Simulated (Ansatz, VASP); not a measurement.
SbOs in VASP and in Ansatz

```
CELL_PARAMETERS angstrom
3.20181 0.00000 0.00000
0.00000 3.20181 0.00000
0.00000 0.00000 3.20181
ATOMIC_POSITIONS crystal
Os 0.00000 0.00000 0.00000
Sb 0.50000 0.50000 0.50000
```

Change from the starting cell: volume scaled by 0.92, LAPW.

Alike in both runs: task single point; functional PBE; k mesh 12 × 12 × 12; occupations fermi-dirac, width 0.05 eV; no spin polarisation.

|  | VASP | Ansatz |
| --- | --- | --- |
| version | VASP 6.6.1 | Ansatz 0.2.0 |
| potentials or method | VASP PAW PBE potentials, release 64 (Os, Sb), cutoff 520 eV | all-electron LAPW, scalar-relativistic |

Ansatz gave:

```
pressure (GPa) : 18.7
```

**Question.** What did VASP give for the same quantities?

**Answer.** Pressure (GPa): 18.9.

Ansatz ran all-electron here, and VASP with PAW potentials.

Spin-orbit coupling is off throughout.
